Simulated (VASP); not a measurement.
# BAs (F-43m) in VASP: a series of runs

The runs below take BAs through relaxation of cell and atoms, single point, with r2SCAN, LDA.

Everything below comes from runs of VASP 6.6.1. Logs are shortened: lines on timing, memory, paths and dates and some standing lists are left out, and cuts for length are marked.

**1. The cell of the first run**

It takes space group F-43m (No. 216, cubic). Conventional cell: a = 4.777 Å, b = 4.777 Å, c = 4.777 Å, α = 90.00°, β = 90.00°, γ = 90.00°. Within 2.7 Å of B (site symmetry -43m) lie 4 As at 2.07 Å. Within 2.7 Å of As (site symmetry -43m) lie 4 B at 2.07 Å.

**2. Relaxation of cell and atoms, r2SCAN**

The input, POSCAR:

```
BAs
1.0
    0.0000000000      2.3885000000      2.3885000000
    2.3885000000      0.0000000000      2.3885000000
    2.3885000000      2.3885000000      0.0000000000
B As
1 1
Direct
    0.0000000000      0.0000000000      0.0000000000
    0.2500000000      0.2500000000      0.2500000000
```

The input, INCAR.step1:

```
ALGO = Normal
EDIFF = 1E-4
ENCUT = 600
GGA = PE
ISMEAR = 0
LASPH = True
LCHARG = False
LREAL = False
LWAVE = True
NELM = 100
PREC = Accurate
SIGMA = 0.01
```

The input, INCAR.step2:

```
ALGO = Normal
EDIFF = 1E-6
EDIFFG = -0.05
ENCUT = 600
IBRION = 2
ISIF = 3
ISMEAR = 0
ISTART = 1
LASPH = True
LCHARG = False
LMIXTAU = True
LREAL = False
LWAVE = False
METAGGA = R2SCAN
NELM = 100
NSW = 80
PREC = Accurate
SIGMA = 0.01
```

The input, KPOINTS:

```
k-points
0
Gamma
  8 8 8
```

Potentials or basis: VASP PAW PBE potentials, release 64 (B, As).

Started as:

```console
$ cat potpaw_PBE.64/B/POTCAR potpaw_PBE.64/As/POTCAR > POTCAR
$ cp INCAR.step1 INCAR
$ mpirun -np 1 vasp_std > vasp.out
$ cp INCAR.step2 INCAR
$ mpirun -np 1 vasp_std > vasp.out
```

OUTCAR:

```text
EDIFF = 1E-6
   EDIFFG = -0.05
   ENCUT = 600
   IBRION = 2
   ISIF = 3
   ISMEAR = 0
   ISTART = 1
   LASPH = True
   LREAL = False
   METAGGA = R2SCAN
   NELM = 100
   NSW = 80
   PREC = Accurate

 ion  position               nearest neighbor table
   1  0.000  0.000  0.000-   2 2.07   2 2.07   2 2.07   2 2.07
   2  0.250  0.250  0.250-   1 2.07   1 2.07   1 2.07   1 2.07

  LATTYP: Found a face centered cubic cell.
 ALAT       =     4.7770000000

  Lattice vectors:

 A1 = (   0.0000000000,   2.3885000000,   2.3885000000)
 A2 = (   2.3885000000,   0.0000000000,   2.3885000000)
 A3 = (   2.3885000000,   2.3885000000,   0.0000000000)

Analysis of symmetry for initial positions (statically):
=====================================================================
 Subroutine PRICEL returns:
 Original cell was already a primitive cell.

 Routine SETGRP: Setting up the symmetry group for a
 face centered cubic supercell.

 Subroutine GETGRP returns: Found 24 space group operations
 (whereof 24 operations were pure point group operations)
 out of a pool of 48 trial point group operations.

The static configuration has the point symmetry T_d .

Analysis of symmetry for dynamics (positions and initial velocities):
=====================================================================
 Subroutine PRICEL returns:
 Original cell was already a primitive cell.

 Routine SETGRP: Setting up the symmetry group for a
 face centered cubic supercell.

 Subroutine GETGRP returns: Found 24 space group operations
 (whereof 24 operations were pure point group operations)
 out of a pool of 48 trial point group operations.

The dynamic configuration has the point symmetry T_d .

 Subroutine INISYM returns: Found 24 space group operations
 (whereof 24 operations are pure point group operations),
 and found     1 'primitive' translations

----------------------------------------------------------------------------------------

                                     Primitive cell

  volume of cell :      27.2525

  direct lattice vectors                    reciprocal lattice vectors
     0.000000000  2.388500000  2.388500000    -0.209336404  0.209336404  0.209336404
     2.388500000  0.000000000  2.388500000     0.209336404 -0.209336404  0.209336404
     2.388500000  2.388500000  0.000000000     0.209336404  0.209336404 -0.209336404

  length of vectors
     3.377849094  3.377849094  3.377849094     0.362581287  0.362581287  0.362581287

  position of ions in fractional coordinates (direct lattice)
     0.000000000  0.000000000  0.000000000
     0.250000000  0.250000000  0.250000000

  ion indices of the primitive-cell ions
   primitive index   ion index
                 1           1
                 2           2

----------------------------------------------------------------------------------------

 KPOINTS: k-points

Automatic generation of k-mesh.
 Grid dimensions read from file:
 generate k-points for:    8    8    8

 Generating k-lattice:

  Cartesian coordinates                     Fractional coordinates (reciprocal lattice)
    -0.026167050  0.026167050  0.026167050     0.125000000  0.000000000  0.000000000
     0.026167050 -0.026167050  0.026167050     0.000000000  0.125000000  0.000000000
     0.026167050  0.026167050 -0.026167050     0.000000000  0.000000000  0.125000000

  Length of vectors
     0.045322661  0.045322661  0.045322661

  Shift w.r.t. Gamma in fractional coordinates (k-lattice)
     0.000000000  0.000000000  0.000000000

 Subroutine IBZKPT returns following result:
 ===========================================

 Found     29 irreducible k-points:

 Following reciprocal coordinates:
            Coordinates               Weight
  0.000000  0.000000  0.000000      1.000000
  0.125000  0.000000  0.000000      8.000000
  0.250000  0.000000  0.000000      8.000000
  0.375000  0.000000  0.000000      8.000000
  0.500000  0.000000  0.000000      4.000000
  0.125000  0.125000  0.000000      6.000000
[... 16 lines left out ...]
  0.500000  0.250000  0.125000     48.000000
 -0.375000  0.250000  0.125000     24.000000
 [... further k-points ...]
   k-points           NKPTS =     29   k-points in BZ     NKDIM =     29   number of bands    NBANDS=      8
   number of dos      NEDOS =    301   number of ions     NIONS =      2
   total plane-waves  NPLWV =  21952
   dimension x,y,z NGX =    28 NGY =   28 NGZ =   28
   dimension x,y,z NGXF=    56 NGYF=   56 NGZF=   56
   ions per type =               1   1
   NGX,Y,Z   is equivalent  to a cutoff of  13.78, 13.78, 13.78 a.u.
   NGXF,Y,Z  is equivalent  to a cutoff of  27.56, 27.56, 27.56 a.u.
 SYSTEM =  unknown system
   PREC   = accura    normal or accurate (medium, high low for compatibility)
   ISTART =      1    job   : 0-new  1-cont  2-samecut
   ICHARG =      0    charge: 1-file 2-atom 10-const
   ISPIN  =      1    spin polarized calculation?
   LNONCOLLINEAR =      F non collinear calculations
   LSORBIT =      F    spin-orbit coupling
   LASPH  =      T    aspherical Exc in radial PAW
   ENCUT  =  600.0 eV  44.10 Ry    6.64 a.u.   6.75  6.75  6.75*2*pi/ulx,y,z
   NELM   =    100;   NELMIN=  2; NELMDL=  0     # of ELM steps
   EDIFF  = 0.1E-05   stopping-criterion for ELM
   LREAL  =      F    real-space projection
   EDIFFG = -.5E-01   stopping-criterion for IOM
   NSW    =     80    number of steps for IOM
   IBRION =      2    ionic relax: 0-MD 1-quasi-New 2-CG
   NFREE  =      1    steps in history (QN), initial steepest desc. (CG)
   ISIF   =      3    stress and relaxation
   ISYM   =      2    0-nonsym 1-usesym 2-fastsym
   POTIM  = 0.5000    time-step for ionic-motion
   TEBEG  =    0.0;   TEEND  =   0.0 temperature during run
   PSTRESS=    0.0 pullay stress
   NELECT =       8.0000    total number of electrons
   NUPDOWN=      -1.0000    fix difference up-down
   EMIN   =  10.00;   EMAX   =-10.00  energy-range for DOS
   EFERMI =   0.00;   METHOD = LEGACY
   ISMEAR =     0;   SIGMA  =   0.01  broadening in eV -4-tet -1-fermi 0-gaus
   EFERMI_NEDOS =   21; number of points for ismear=-14 and -15
   IALGO  =     38    algorithm
   IMIX   =      4    mixing-type and parameters
     AMIX     =   0.40;   BMIX     =  1.00
     AMIX_MAG =   1.60;   BMIX_MAG =  1.00
  volume/ion in A,a.u.               =      13.63        91.95
  Fermi-wavevector in a.u.,A,eV,Ry     =   1.088018  2.056057 16.106360  1.183784
  Thomas-Fermi vector in A             =   2.224191
   LORBIT       =      0    0 simple, 1 ext, 2 COOP (PROOUT), +10 PAW based schemes
   METAGGA = R2SCAN    functional components
   LHFCALC =     F    Hartree Fock is set to
   AEXX    =    0.0000 exact exchange contribution
   IVDW    =     0    specifies the selected vdW correction
   LEPSILON=     F    determine dielectric tensor
   LRPA    =     F    only Hartree local field effects (RPA)
 conjugate gradient relaxation of ions
 non-spin polarized calculation
 Gauss-broadening in eV      SIGMA  =   0.01
  energy-cutoff  :      600.00
  volume of cell :       27.25
 maximum number of plane-waves:       941
   NGX = 13   NGY = 13   NGZ = 13

--------------------------------------- Ionic step        1  -------------------------------------------

 number of electron       8.0000000 magnetization

 Free energy of the ion-electron system (eV)
  ---------------------------------------------------
  ext. energy  EPLUGINS =         0.00000000
  ---------------------------------------------------
  free energy    TOTEN  =       -22.25497440 eV

  energy without entropy =      -22.25497440  energy(sigma->0) =      -22.25497440

------------------------ aborting loop because EDIFF is reached ----------------------------------------

  FORCE on cell =-STRESS in cart. coord.  units (eV):
  Direction    XX          YY          ZZ          XY          YZ          ZX
  --------------------------------------------------------------------------------------
  -------------------------------------------------------------------------------------
  Total        0.1461458      0.1461458      0.1461458     -0.0000000      0.0000000     -0.0000000
  in kB        8.5919377      8.5919377      8.5919377     -0.0000000      0.0000000     -0.0000000
  external PRESSURE =       8.5919377 kB  Pullay stress =       0.0000000 kB
[... 57 lines left out ...]
  energy  without entropy=      -22.2551357619  energy(sigma->0) =      -22.25513576

--------------------------------------- Ionic step        3  -------------------------------------------

 number of electron       8.0000000 magnetization

 Free energy of the ion-electron system (eV)
  ---------------------------------------------------
  ext. energy  EPLUGINS =         0.00000000
  ---------------------------------------------------
  free energy    TOTEN  =       -22.25539949 eV

  energy without entropy =      -22.25539949  energy(sigma->0) =      -22.25539949

 E-fermi :   6.0522     XC(G=0): -11.1063

 val. band max:        5.9584773505   @ k =   0.0000   0.0000   0.0000
 cond. band min:       7.3460053973   @ k =   0.3750   0.3750   0.0000
 fundamental gap:      1.3875280467
 Fermi energy:         6.0521726148

 k-point     1 :       0.0000    0.0000    0.0000
  band No.  band energies     occupation
      1     -10.1438      2.00000
      2       5.9585      2.00000
      3       5.9585      2.00000
      4       5.9585      2.00000
      5       9.3972      0.00000
      6       9.3972      0.00000
      7       9.3972      0.00000
      8      11.0330      0.00000
[... 243 lines left out ...]
 k-point    24 :      -0.3750    0.2500    0.1250
  band No.  band energies     occupation
      1      -6.5320      2.00000
      2      -2.7500      2.00000
      3       1.1886      2.00000
      4       2.7383      2.00000
      5      10.2733      0.00000
      6      11.0077      0.00000
      7      13.9122      0.00000
      8      15.5529      0.00000

 [... further k-points ...]
[... 5 lines left out ...]
  --------------------------------------------------------------------------------------
  -------------------------------------------------------------------------------------
  Total        0.0022905      0.0022905      0.0022905      0.0000000     -0.0000000     -0.0000000
  in kB        0.1338683      0.1338683      0.1338683      0.0000000     -0.0000000     -0.0000000
  external PRESSURE =       0.1338683 kB  Pullay stress =       0.0000000 kB
[... 17 lines left out ...]
  FREE ENERGIE OF THE ION-ELECTRON SYSTEM (eV)
  ---------------------------------------------------
  free  energy   TOTEN  =       -22.2553994902 eV

  energy  without entropy=      -22.2553994902  energy(sigma->0) =      -22.25539949

 reached required accuracy - stopping structural energy minimisation
```

It took 3.2 min on 1 thread of AMD EPYC 7R13, shared host; peak memory 0.14 GiB.

Results:

- Free energy: -22.2554 eV
- Relaxed volume: 13.71 Å³/atom
- Relaxed cell: a = 3.384 Å, b = 3.384 Å, c = 3.384 Å, α = 60.00°, β = 60.00°, γ = 60.00°
- Space group after relaxing (to 0.05 Å): F-43m (No. 216)
- Energy gained by relaxing: 0.2 meV/atom
- Ionic steps: 3
- Pressure after relaxing: 0.0 GPa
- Band gap on the k mesh: 1.39 eV, indirect (least direct gap 3.44 eV)

Step by step:
| step | energy change (eV) | largest force (eV/Å) | pressure (GPa) | volume (Å³) |
| --- | --- | --- | --- | --- |
| 1 | 0.0000 | 0.0000 | 0.86 | 27.25 |
| 2 | -0.0002 | 0.0000 | -0.65 | 27.54 |
| 3 | -0.0004 | 0.0000 | 0.01 | 27.41 |

Final structure:
```
CELL_PARAMETERS angstrom
0.00000 2.39318 2.39318
2.39318 0.00000 2.39318
2.39318 2.39318 0.00000
ATOMIC_POSITIONS crystal
B 0.00000 0.00000 0.00000
As 0.25000 0.25000 0.25000
```

Caveat: the PAW data sets were made with another functional, which shifts forces and pressure a little. A k mesh can miss the band edges.

(Continued in part 2 of 2.)
